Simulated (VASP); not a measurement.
A run of VASP 6.6.1 is set up as follows.

File POSCAR:

```
Zn
1.0
    2.6187260239      0.0000000000      0.0000000000
   -1.3093630120      2.2678832623      0.0000000000
    0.0000000000      0.0000000000      4.8388982407
Zn
2
Direct
    0.3333333333      0.6666666667      0.2500000000
    0.6666666667      0.3333333333      0.7500000000
```

Contents of INCAR.step1:

```
SYSTEM = Zn
PREC = Accurate
ENCUT = 520
ISMEAR = -1
SIGMA = 0.1
LREAL = .FALSE.
LASPH = .TRUE.
NELM = 80
NBANDS = 19
GGA = PE
ALGO = Normal
EDIFF = 1E-4
LWAVE = .TRUE.
LCHARG = .FALSE.
```

The input INCAR.step2:

```
SYSTEM = Zn
PREC = Accurate
ENCUT = 520
EDIFF = 1E-6
ISMEAR = -1
SIGMA = 0.1
LREAL = .FALSE.
LASPH = .TRUE.
NELM = 80
ALGO = Normal
ISIF = 2
LWAVE = .FALSE.
LCHARG = .FALSE.
METAGGA = R2SCAN
LMIXTAU = .TRUE.
NBANDS = 19
ISTART = 1
```

KPOINTS

```
regular mesh
0
G
  23 23 11
  0 0 0
```

Potentials or basis: VASP PAW PBE potentials, release 64 (Zn).

Launch:

```console
$ cat potpaw_PBE.64/Zn/POTCAR > POTCAR
$ cp INCAR.step1 INCAR
$ mpirun -np 1 vasp_std > vasp.out
$ cp INCAR.step2 INCAR
$ mpirun -np 1 vasp_std > vasp.out
```

What does it give for the band gap on the k mesh?

Zero (band 12 reaches 5.09 eV, above the bottom of band 13 at 0.38 eV).

What does it give for the pressure?

0.5 GPa.

Caveat: the PAW data sets were made with another functional, which shifts forces and pressure a little.
